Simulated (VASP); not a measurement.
Write the native input for VASP 6.6.1 that does the following.

- Task: single point
- Functional: r2SCAN
- Dispersion: D4
- Potentials or basis: VASP PAW PBE potentials, release 64 (B, N)
- Cutoff: 520 eV
- k mesh: 10 × 10 × 10
- Occupations: gaussian, width 0.01 eV
- Spin: no spin polarisation
- Dipole correction: no
- Further INCAR settings: ALGO = Normal; EDIFF = 1e-06; NBANDS = 11

BN:

```
B N
1.0
     1.26215    0.72870    3.40265
    -1.26215    0.72870    3.40265
     0.00000   -1.45740    3.40265
B N
1 1
Direct
  0.99967 0.99967 0.99967
  0.33276 0.33276 0.33276
```

The input as run:

POSCAR

```
BN
1.0
    1.2621456693      0.7286995130      3.4026530115
   -1.2621456693      0.7286995130      3.4026530115
    0.0000000000     -1.4574000347      3.4026530115
B N
1 1
Direct
    0.9996710000      0.9996710000      0.9996710000
    0.3327620000      0.3327620000      0.3327620000
```

INCAR.step1

```
PREC = Accurate
ENCUT = 520
ISMEAR = 0
SIGMA = 0.01
LREAL = False
LASPH = True
NELM = 60
NBANDS = 11
GGA = PE
ALGO = Normal
EDIFF = 1E-4
LWAVE = True
LCHARG = False
```

INCAR.step2

```
PREC = Accurate
ENCUT = 520
EDIFF = 1E-6
ISMEAR = 0
SIGMA = 0.01
LREAL = False
LASPH = True
NELM = 60
ALGO = Normal
ISIF = 2
LWAVE = False
LCHARG = False
METAGGA = R2SCAN
LMIXTAU = True
IVDW = 13
VDW_S6 = 1.0
VDW_S8 = 0.6018749
VDW_A1 = 0.51559235
VDW_A2 = 5.77342911
NBANDS = 11
ISTART = 1
```

KPOINTS

```
regular mesh
0
Gamma
  10 10 10
```

Potentials or basis: VASP PAW PBE potentials, release 64 (B, N).

Launch:

```console
$ cat potpaw_PBE.64/B/POTCAR potpaw_PBE.64/N/POTCAR > POTCAR
$ cp INCAR.step1 INCAR
$ mpirun -np 1 vasp_std > vasp.out
$ cp INCAR.step2 INCAR
$ mpirun -np 1 vasp_std > vasp.out
```

It gave:

The pressure is -7.0 GPa, the largest force is 0.010 eV/Å and the band gap on the k mesh is 4.77 eV, indirect (least direct gap 5.53 eV). The dispersion energy per atom is -0.066 eV.

Caveat: the PAW data sets were made with another functional, which shifts forces and pressure a little.

Run time: 97 s on 1 thread of AMD EPYC 9R45 96-Core Processor (Zen 5), with other jobs on the host, peak memory 0.13 GiB.
